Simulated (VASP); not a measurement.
ZrN: single point with PBEsol

The system is ZrN.

```
Zr N
1.0
     0.00000    2.25305    2.25305
     2.25305    0.00000    2.25305
     2.25305    2.25305    0.00000
Zr N
1 1
Direct
  0.50000 0.50000 0.50000
  0.00000 0.00000 0.00000
```

```yaml
Program: VASP 6.6.1
Task: single point
Functional: PBEsol
Potentials_or_basis: VASP PAW PBE potentials, release 64 (Zr_sv, N)
Cutoff: 600 eV
k_mesh: 11 × 11 × 11
Occupations: fermi-dirac, width 0.1 eV
Spin: no spin polarisation
```

```json
{
  "Pressure": "9.2 GPa",
  "Band gap on the k mesh": "zero (an odd number of electrons rules out a gap without spin polarisation)"
}
```

Levels at points of the mesh, in eV from the Fermi level:
| k point | band 7 | band 8 | band 9 | band 10 | band 11 | band 12 |
| --- | --- | --- | --- | --- | --- | --- |
| (0.00, 0.00, 0.00) | -2.67 | -2.67 | -0.41 | -0.41 | -0.41 | 1.73 |

Run time: 26 s on 1 thread of Intel Xeon 8259CL (shared host), peak memory 0.17 GiB.

Caveat: the cell stands under pressure; the PAW data sets were made with another functional, which shifts forces and pressure a little; an odd number of electrons without spin polarisation forces a metal; a magnetic or distorted state may lie lower.
